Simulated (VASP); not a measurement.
# SiC in VASP: single point with PBE

Aim: the single point of SiC with PBE.

All numbers are computed with VASP 6.6.1; they aren't measurements. Logs are shortened: lines on timing, memory, paths and dates and some standing lists are left out, and cuts for length are marked.

## Step 1: The cell of the first run

The cell holds a sheet with vacuum, 2 atoms: a = 3.078 Å, b = 3.078 Å, c = 16.000 Å, α = 90.00°, β = 90.00°, γ = 120.00°.

## Step 2: Single point, PBE

The input, INCAR:

```
PREC = Accurate
ENCUT = 520
EDIFF = 1E-6
ISMEAR = 0
SIGMA = 0.03
LREAL = F
LASPH = T
NELM = 120
ALGO = Normal
ISIF = 2
LWAVE = F
LCHARG = F
LDIPOL = T
IDIPOL = 3
DIPOL = 0.5 0.5 0.500
GGA = PE
NBANDS = 11
GGA_COMPAT = F
NELMDL = -8
```

The input, KPOINTS:

```
regular mesh
0
Gamma
  12 12 1
```

The input, POSCAR:

```
SiC
1.0
    3.0776866861      0.0000000000      0.0000000000
   -1.5388433431      2.6653548551      0.0000000000
    0.0000000000      0.0000000000     16.0000000000
Si C
1 1
Direct
    0.3333333333      0.6666666667      0.5000000000
    0.6666666667      0.3333333333      0.5000000000
```

Potentials or basis: VASP PAW PBE potentials, release 64 (Si, C).

Started as:

```sh
$ cat potpaw_PBE.64/Si/POTCAR potpaw_PBE.64/C/POTCAR > POTCAR
$ mpirun -np 1 vasp_std > vasp.out
```

OUTCAR:

```text
PREC = Accurate
   ENCUT = 520
   EDIFF = 1E-6
   ISMEAR = 0
   LREAL = F
   LASPH = T
   NELM = 120
   ISIF = 2
   GGA = PE
   NELMDL = -8

 ion  position               nearest neighbor table
   1  0.333  0.667  0.500-   2 1.78   2 1.78   2 1.78
   2  0.667  0.333  0.500-   1 1.78   1 1.78   1 1.78

  LATTYP: Found a hexagonal cell.
 ALAT       =     3.0776866861
 C/A-ratio  =     5.1987098207

  Lattice vectors:

 A1 = (   3.0776866861,   0.0000000000,   0.0000000000)
 A2 = (  -1.5388433431,   2.6653548551,   0.0000000000)
 A3 = (   0.0000000000,   0.0000000000,  16.0000000000)

Analysis of symmetry for initial positions (statically):
=====================================================================
 Subroutine PRICEL returns:
 Original cell was already a primitive cell.

 Routine SETGRP: Setting up the symmetry group for a
 hexagonal supercell.

 Subroutine GETGRP returns: Found 12 space group operations
 (whereof 12 operations were pure point group operations)
 out of a pool of 24 trial point group operations.

The static configuration has the point symmetry D_3h.

Analysis of symmetry for dynamics (positions and initial velocities):
=====================================================================
 Subroutine PRICEL returns:
 Original cell was already a primitive cell.

 Routine SETGRP: Setting up the symmetry group for a
 hexagonal supercell.

 Subroutine GETGRP returns: Found 12 space group operations
 (whereof 12 operations were pure point group operations)
 out of a pool of 24 trial point group operations.

The dynamic configuration has the point symmetry D_3h.

 Subroutine INISYM returns: Found 12 space group operations
 (whereof 12 operations are pure point group operations),
 and found     1 'primitive' translations

----------------------------------------------------------------------------------------

                                     Primitive cell

  volume of cell :     131.2500

  direct lattice vectors                    reciprocal lattice vectors
     3.077686686  0.000000000  0.000000000     0.324919364  0.187592282  0.000000000
    -1.538843343  2.665354855  0.000000000     0.000000000  0.375184564  0.000000000
     0.000000000  0.000000000 16.000000000     0.000000000  0.000000000  0.062500000

  length of vectors
     3.077686686  3.077686686 16.000000000     0.375184564  0.375184564  0.062500000

  position of ions in fractional coordinates (direct lattice)
     0.333333333  0.666666667  0.500000000
     0.666666667  0.333333333  0.500000000

  ion indices of the primitive-cell ions
   primitive index   ion index
                 1           1
                 2           2

----------------------------------------------------------------------------------------

 KPOINTS: regular mesh

Automatic generation of k-mesh.
 Grid dimensions read from file:
 generate k-points for:   12   12    1

 Generating k-lattice:

  Cartesian coordinates                     Fractional coordinates (reciprocal lattice)
     0.027076614  0.015632690  0.000000000     0.083333333  0.000000000  0.000000000
     0.000000000  0.031265380  0.000000000     0.000000000  0.083333333  0.000000000
     0.000000000  0.000000000  0.062500000     0.000000000  0.000000000  1.000000000

  Length of vectors
     0.031265380  0.031265380  0.062500000

  Shift w.r.t. Gamma in fractional coordinates (k-lattice)
     0.000000000  0.000000000  0.000000000

 Subroutine IBZKPT returns following result:
 ===========================================

 Found     19 irreducible k-points:

 Following reciprocal coordinates:
            Coordinates               Weight
  0.000000  0.000000  0.000000      1.000000
  0.083333  0.000000  0.000000      6.000000
  0.166667 -0.000000  0.000000      6.000000
  0.250000  0.000000  0.000000      6.000000
  0.333333  0.000000  0.000000      6.000000
  0.416667 -0.000000  0.000000      6.000000
[... 11 lines left out ...]
  0.333333  0.250000  0.000000     12.000000
  0.333333  0.333333  0.000000      2.000000
   k-points           NKPTS =     19   k-points in BZ     NKDIM =     19   number of bands    NBANDS=     11
   number of dos      NEDOS =    301   number of ions     NIONS =      2
   total plane-waves  NPLWV =  69120
   dimension x,y,z NGX =    24 NGY =   24 NGZ =  120
   dimension x,y,z NGXF=    48 NGYF=   48 NGZF=  240
   ions per type =               1   1
   NGX,Y,Z   is equivalent  to a cutoff of  12.96, 12.96, 12.47 a.u.
   NGXF,Y,Z  is equivalent  to a cutoff of  25.93, 25.93, 24.94 a.u.
 SYSTEM =  unknown system
   PREC   = accura    normal or accurate (medium, high low for compatibility)
   ISTART =      0    job   : 0-new  1-cont  2-samecut
   ICHARG =      2    charge: 1-file 2-atom 10-const
   ISPIN  =      1    spin polarized calculation?
   LNONCOLLINEAR =      F non collinear calculations
   LSORBIT =      F    spin-orbit coupling
   LASPH  =      T    aspherical Exc in radial PAW
   ENCUT  =  520.0 eV  38.22 Ry    6.18 a.u.   5.72  5.72 29.75*2*pi/ulx,y,z
   NELM   =    120;   NELMIN=  2; NELMDL= -8     # of ELM steps
   EDIFF  = 0.1E-05   stopping-criterion for ELM
   LREAL  =      F    real-space projection
   EDIFFG = 0.1E-04   stopping-criterion for IOM
   NSW    =      0    number of steps for IOM
   IBRION =     -1    ionic relax: 0-MD 1-quasi-New 2-CG
   NFREE  =      0    steps in history (QN), initial steepest desc. (CG)
   ISIF   =      2    stress and relaxation
   ISYM   =      2    0-nonsym 1-usesym 2-fastsym
   POTIM  = 0.5000    time-step for ionic-motion
   TEBEG  =    0.0;   TEEND  =   0.0 temperature during run
   PSTRESS=    0.0 pullay stress
   NELECT =       8.0000    total number of electrons
   NUPDOWN=      -1.0000    fix difference up-down
   EMIN   =  10.00;   EMAX   =-10.00  energy-range for DOS
   EFERMI =   0.00;   METHOD = LEGACY
   ISMEAR =     0;   SIGMA  =   0.03  broadening in eV -4-tet -1-fermi 0-gaus
   EFERMI_NEDOS =   21; number of points for ismear=-14 and -15
   IALGO  =     38    algorithm
   IMIX   =      4    mixing-type and parameters
     AMIX     =   0.40;   BMIX     =  1.00
     AMIX_MAG =   1.60;   BMIX_MAG =  1.00
  volume/ion in A,a.u.               =      65.63       442.86
  Fermi-wavevector in a.u.,A,eV,Ry     =   0.644276  1.217504  5.647657  0.415091
  Thomas-Fermi vector in A             =   1.711551
   LORBIT       =      0    0 simple, 1 ext, 2 COOP (PROOUT), +10 PAW based schemes
   GGA     = PE    functional components
   LHFCALC =     F    Hartree Fock is set to
   AEXX    =    0.0000 exact exchange contribution
   IVDW    =     0    specifies the selected vdW correction
   LEPSILON=     F    determine dielectric tensor
   LRPA    =     F    only Hartree local field effects (RPA)
 non-spin polarized calculation
 Gauss-broadening in eV      SIGMA  =   0.03
  energy-cutoff  :      520.00
  volume of cell :      131.25
 maximum number of plane-waves:      3568
 NGX is ok and might be reduce to    24
   NGX = 11   NGY = 11   NGZ = 59

 dipolmoment           0.000000      0.000000      0.000000 electrons x Angstroem

 number of electron       8.0000000 magnetization

 dipolmoment           0.000000      0.000000     -0.000000 electrons x Angstroem

 Free energy of the ion-electron system (eV)
  ---------------------------------------------------
  ext. energy  EPLUGINS =         0.00000000
  ---------------------------------------------------
  free energy    TOTEN  =       -14.04933863 eV

  energy without entropy =      -14.04933863  energy(sigma->0) =      -14.04933863

 E-fermi :  -2.8018     XC(G=0):  -2.7145

 val. band max:       -2.9450150259   @ k =   0.3333   0.3333   0.0000
 cond. band min:      -0.3722916415   @ k =   0.5000   0.0000   0.0000
 fundamental gap:      2.5727233844
 Fermi energy:        -2.8017703358

 k-point     1 :       0.0000    0.0000    0.0000
  band No.  band energies     occupation
      1     -16.6976      2.00000
      2      -6.7585      2.00000
      3      -4.2515      2.00000
      4      -4.2515      2.00000
      5       0.1444      0.00000
      6       1.8352      0.00000
      7       2.1961      0.00000
      8       3.4403      0.00000
      9       3.9512      0.00000
     10       4.6985      0.00000
     11       4.6985      0.00000

 k-point     2 :       0.0833    0.0000    0.0000
  band No.  band energies     occupation
      1     -16.5819      2.00000
      2      -6.6373      2.00000
      3      -4.7506      2.00000
      4      -4.3878      2.00000
      5       0.3301      0.00000
      6       1.9649      0.00000
      7       2.3526      0.00000
      8       3.5997      0.00000
      9       4.0406      0.00000
     10       4.4579      0.00000
     11       5.0631      0.00000

 k-point     3 :       0.1667   -0.0000    0.0000
  band No.  band energies     occupation
      1     -16.2387      2.00000
      2      -6.2776      2.00000
      3      -5.9538      2.00000
      4      -4.7255      2.00000
      5       0.7707      0.00000
      6       2.3253      0.00000
      7       2.7446      0.00000
      8       3.4511      0.00000
      9       4.1390      0.00000
     10       4.5999      0.00000
     11       5.5838      0.00000
[... 197 lines left out ...]
 k-point    18 :       0.3333    0.2500    0.0000
  band No.  band energies     occupation
      1     -13.3382      2.00000
      2     -10.2121      2.00000
      3      -8.1391      2.00000
      4      -3.2153      2.00000
      5      -0.1610      0.00000
      6       3.8968      0.00000
      7       4.4027      0.00000
      8       5.4875      0.00000
      9       7.1590      0.00000
     10       7.4410      0.00000
     11       7.9309      0.00000

 k-point    19 :       0.3333    0.3333    0.0000
  band No.  band energies     occupation
      1     -13.1028      2.00000
      2     -10.1948      2.00000
      3      -8.6401      2.00000
      4      -2.9450      2.00000
      5      -0.3359      0.00000
      6       3.9866      0.00000
      7       4.3871      0.00000
      8       5.9459      0.00000
      9       7.6525      0.00000
     10       8.5992      0.00000
     11       8.6539      0.00000

------------------------ aborting loop because EDIFF is reached ----------------------------------------

 vacuum level on the upper side and lower side of the slab       (xc-potential included)        -0.124        -0.124

  FORCE on cell =-STRESS in cart. coord.  units (eV):
  Direction    XX          YY          ZZ          XY          YZ          ZX
  --------------------------------------------------------------------------------------
  -------------------------------------------------------------------------------------
  Total        0.7363641      0.7363641     -0.0059971     -0.0000000      0.0000000     -0.0000000
  in kB        8.9888424      8.9888424     -0.0732066     -0.0000000      0.0000000     -0.0000000
  external PRESSURE =       5.9681594 kB  Pullay stress =       0.0000000 kB

 VOLUME and BASIS-vectors are now :
 -----------------------------------------------------------------------------
  energy-cutoff  :      520.00
  volume of cell :      131.25
      direct lattice vectors                 reciprocal lattice vectors
     3.077686686  0.000000000  0.000000000     0.324919364  0.187592282  0.000000000
    -1.538843343  2.665354855  0.000000000     0.000000000  0.375184564  0.000000000
     0.000000000  0.000000000 16.000000000     0.000000000  0.000000000  0.062500000

 POSITION                                       TOTAL-FORCE (eV/Angst)
 -----------------------------------------------------------------------------------
     -0.00000      1.77690      8.00000        -0.000000      0.000000      0.000000
      1.53884      0.88845      8.00000         0.000000      0.000000      0.000000
 -----------------------------------------------------------------------------------
    total drift:                                0.000000     -0.000000      0.000000

  FREE ENERGIE OF THE ION-ELECTRON SYSTEM (eV)
  ---------------------------------------------------
  free  energy   TOTEN  =       -14.0493386254 eV

  energy  without entropy=      -14.0493386254  energy(sigma->0) =      -14.04933863

 vacuum level on the upper side and lower side of the slab         2.005         2.005
```

It took 27 s on 1 thread of Intel Xeon Platinum 8375C at 2.90GHz (Ice Lake), shared host; peak memory 0.24 GiB.

Results:

- Free energy: -14.0493 eV
- Band gap on the k mesh: 2.57 eV (least direct gap 2.61 eV)
